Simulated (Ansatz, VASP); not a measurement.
**Sb: VASP beside Ansatz**

```
Sb
1.0
     2.15420    1.24373    3.75800
    -2.15420    1.24373    3.75800
     0.00000   -2.48746    3.75800
Sb
2
Direct
  0.76651 0.76651 0.76651
  0.23349 0.23349 0.23349
```

Alike in both runs: functional r2SCAN0; k mesh 4 × 4 × 4; occupations fermi-dirac, width 0.05 eV; no spin polarisation.

|  | VASP | Ansatz |
| --- | --- | --- |
| version | VASP 6.6.1 | Ansatz 0.2.0 |
| potentials or method | VASP PAW PBE potentials, release 64 (Sb) | Ansatz PAW |
| plane-wave cutoff (eV) | 520 | 500 |
| valence electrons in the cell | 10 | 30 |
| task | single point | band structure |

VASP gave:

```
gap on the k mesh at the Fermi level (eV)                     : 0.94
least direct gap on the mesh (eV)                             : 1.08
pressure (GPa)                                                : -0.7
traceless stress, the component that is largest in VASP (GPa) : -0.18
rms of the force components (eV/Å)                            : 0.331
```

Task: Estimate Ansatz's values.

Result: gap on the k mesh at the Fermi level (eV): 0.82; least direct gap on the mesh (eV): 0.94; pressure (GPa): 0.4; traceless stress, the component that is largest in VASP (GPa): -0.27; rms of the force components (eV/Å): 0.296.

VASP's potentials were made for PBE, not for r2SCAN0. Atom by atom the forces differ by 0.035 eV/Å (rms over components). The functional is the same, so the differences come from potentials, cutoffs and numerics. VASP's potentials hold 10 valence electrons a cell and Ansatz's 30, so a difference there can come from the potentials and not from the codes.

The k mesh is coarse, so the values compare programs but aren't converged. Neither program's run includes spin-orbit coupling. Noted on Ansatz's run: the k mesh misses the band edges, so the gap on the mesh is wider than the one along the path.
